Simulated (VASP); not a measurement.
Set up this calculation in VASP 6.6.1, as the native input.

| Quantity | Value |
| --- | --- |
| Task | single point |
| Functional | PBEsol |
| Potentials or basis | VASP PAW PBE potentials, release 64 (Cd, S) |
| Cutoff | 520 eV |
| k mesh | 8 × 8 × 8 |
| Occupations | gaussian, width 0.01 eV |
| Spin | no spin polarisation |
| Dipole correction | no |
| Further INCAR settings | ALGO = Normal; EDIFF = 1e-07; NBANDS = 16 |

The structure of CdS lies in POSCAR:

```
CdS
1.0
    2.8829038609      2.8829038609      0.0000000000
   -2.8829038609      2.8829038609      0.0000000000
    0.0000000000      2.8829038609      2.8829038609
Cd S
1 1
Direct
    0.0000000000      0.0000000000      0.0000000000
    0.7500000000      0.2500000000      0.5000000000
```

The input as run:

INCAR

```
PREC = Accurate
ENCUT = 520
EDIFF = 1E-7
ISMEAR = 0
SIGMA = 0.01
LREAL = F
LASPH = T
NELM = 100
ALGO = Normal
ISIF = 2
LWAVE = F
LCHARG = F
GGA = PS
NBANDS = 16
```

KPOINTS

```
Automatic mesh
0
Gamma
  8 8 8
```

Potentials or basis: VASP PAW PBE potentials, release 64 (Cd, S).

Launch:

```console
$ cat potpaw_PBE.64/Cd/POTCAR potpaw_PBE.64/S/POTCAR > POTCAR
$ mpirun -np 1 vasp_std > vasp.out
```

It gave:

* Pressure: 2.5 GPa
* Band gap on the k mesh: 1.08 eV

Caveat: the PAW data sets were made with another functional, which shifts forces and pressure a little.

Wall time 28 s on 1 thread of Intel Xeon 8259CL, on a shared host, peak memory 0.17 GiB.
